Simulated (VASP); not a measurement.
Here is a VASP 6.6.1 calculation.

Contents of INCAR:

```
PREC = Accurate
ENCUT = 750
EDIFF = 1E-6
ISMEAR = 0
SIGMA = 0.02
LREAL = False
LASPH = True
NELM = 120
ALGO = Normal
ISIF = 2
LWAVE = False
LCHARG = False
GGA = PE
NBANDS = 13
GGA_COMPAT = False
```

Contents of KPOINTS:

```
regular mesh
0
Gamma
  8 8 8
```

Contents of POSCAR:

```
Li2O
1.0
    0.0000000000      2.3583751288      2.3583751288
    2.3583751288      0.0000000000      2.3583751288
    2.3583751288      2.3583751288      0.0000000000
Li O
2 1
Direct
    0.7500000000      0.7500000000      0.7500000000
    0.2500000000      0.2500000000      0.2500000000
    0.0000000000      0.0000000000      0.0000000000
```

Potentials or basis: VASP PAW PBE potentials, release 64 (Li_sv, O).

Command:

```bash
$ cat potpaw_PBE.64/Li_sv/POTCAR potpaw_PBE.64/O/POTCAR > POTCAR
$ mpirun -np 1 vasp_std > vasp.out
```

(1) Predict the pressure.

(2) Estimate the band gap on the k mesh.

Answers

(1) -4.5 GPa.

(2) 4.82 eV.

Caveat: the cell stands under tension.
